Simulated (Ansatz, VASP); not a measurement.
Hf2S in VASP and in Ansatz

The input INCAR:

```
ALGO     = Normal         # electronic algorithm
EDIFF    = 1E-6           # SCF threshold, eV
ENCUT    = 520            # plane-wave cutoff, eV
GGA      = PS             # functional
ISIF     = 2              # what is computed and relaxed
ISMEAR   = 0              # smearing method
LASPH    = True           # aspherical terms in the spheres
LCHARG   = True           # write CHGCAR
LELF     = True           # ELF
LREAL    = False          # projectors in reciprocal space
LVHAR    = True         
LWAVE    = False          # write WAVECAR
NBANDS   = 35             # bands
NELM     = 60             # most SCF steps
PREC     = Accurate       # precision mode
SIGMA    = 0.1            # smearing width, eV
```

Contents of KPOINTS:

```
k-points
0
Gamma
  12 12 4
```

File POSCAR:

```
Hf2S
1.0
    3.3465310254      0.0000000000      0.0000000000
   -1.6732655127      2.8981808825      0.0000000000
    0.0000000000      0.0000000000     11.6642358402
Hf S
4 2
Direct
    0.6666666667      0.3333333333      0.8986176343
    0.3333333333      0.6666666667      0.3986176343
    0.6666666667      0.3333333333      0.6013823657
    0.3333333333      0.6666666667      0.1013823657
    0.0000000000      0.0000000000      0.7500000000
    0.0000000000      0.0000000000      0.2500000000
```

Input for Ansatz:

```yaml
crystal:
  lattice:
    - [3.3465310254, 0.0, 0.0]
    - [-1.6732655127, 2.8981808825, 0.0]
    - [0.0, 0.0, 11.6642358402]
  atoms:
    - { symbol: Hf, position: [0.6666666667, 0.3333333333, 0.8986176343] }
    - { symbol: Hf, position: [0.3333333333, 0.6666666667, 0.3986176343] }
    - { symbol: Hf, position: [0.6666666667, 0.3333333333, 0.6013823657] }
    - { symbol: Hf, position: [0.3333333333, 0.6666666667, 0.1013823657] }
    - { symbol: S, position: [0.0, 0.0, 0.75] }
    - { symbol: S, position: [0.0, 0.0, 0.25] }
basis:
  ecutwfc: 420
kpoints:
  mp_grid: { grid: [12, 12, 4] }
  band_path:
    path:
      - [[0.0, 0.0, 0.0], [0.5, 0.0, 0.0], [0.33333333, 0.33333333, 0.0], [0.0, 0.0, 0.0], [0.0, 0.0, 0.5], [0.5, 0.0, 0.5], [0.33333333, 0.33333333, 0.5], [0.0, 0.0, 0.5]]
      - [[0.5, 0.0, 0.5], [0.5, 0.0, 0.0]]
      - [[0.33333333, 0.33333333, 0.5], [0.33333333, 0.33333333, 0.0]]
    npoints: 14
hamiltonian:
  xc: pbesol
scf:
  occupations: { method: gaussian, width: 0.1 }
  n_extra_bands: 15
output:
  forces: true
  stress: true
  eigenvalues: true
  populations: true
  dos: { projected: true, de: 0.02, nscf_kmesh: { grid: [18, 18, 6] } }
  bader: true
  write_density: true
  write_potential: true
  elf: true
  volumetric_format: npy
```

Alike in both runs: task single point; functional PBEsol; k mesh 12 × 12 × 4; occupations gaussian, width 0.1 eV; no spin polarisation.

|  | VASP | Ansatz |
| --- | --- | --- |
| version | VASP 6.6.1 | Ansatz 0.2.0 |
| potentials or method | VASP PAW PBE potentials, release 64 (Hf_pv, S), cutoff 520 eV | scalar-relativistic, plane waves, PAW |
| valence electrons in the cell | 52 | 116 |

```tsv
	VASP	Ansatz	Ansatz less VASP
gap on the k mesh at the Fermi level (eV)	none	none	-
pressure (GPa)	-0.4	0.0	+0.44
rms of the force components (eV/Å)	0.003	0.000	-0.0031
```

VASP's potentials were made for PBE, not for PBEsol. Atom by atom the forces differ by 0.003 eV/Å (rms over components). A gap of «none» marks a metal or a gap that the smearing closes. With one functional, cell and mesh, what is left measures potentials, basis and numerics. VASP's potentials hold 52 valence electrons a cell and Ansatz's 116, so a difference there can come from the potentials and not from the codes.

Spin-orbit coupling is off throughout.
